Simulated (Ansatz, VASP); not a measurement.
**Ir in VASP and in Ansatz**

```
CELL_PARAMETERS angstrom
0.00000 1.91970 1.86211
1.91970 0.00000 1.86211
1.91970 1.91970 0.00000
ATOMIC_POSITIONS crystal
Ir 0.00000 0.00000 0.00000
```

Change from the starting cell: strain -0.0300 x Voigt [0, 0, 1, 0, 0, 0], atoms carried along.

Alike in both runs: task single point; functional LDA; k mesh 8 × 8 × 8; occupations gaussian, width 0.15 eV; no spin polarisation.

|  | VASP | Ansatz |
| --- | --- | --- |
| version | VASP 6.6.1 | Ansatz 0.2.0 |
| potentials or method | VASP PAW LDA potentials, release 64 (Ir_sv_GW), cutoff 560 eV | scalar-relativistic, plane waves, PAW |
| valence electrons in the cell | 17 | 17 |

Ansatz gave:

| Item | Value |
| --- | --- |
| gap on the k mesh at the Fermi level (eV) | none |
| pressure (GPa) | 5.3 |
| traceless stress, the component that is largest in VASP (GPa) | 8.01 |

Question: Which values does VASP return?

Answer: gap on the k mesh at the Fermi level (eV): none; pressure (GPa): 4.9; traceless stress, the component that is largest in VASP (GPa): 7.98.

LDA's correlation is that of Perdew and Zunger in VASP and of Perdew and Wang (1992) in Ansatz. A gap of «none» marks a metal or a gap that the smearing closes.

Neither program's run includes spin-orbit coupling.
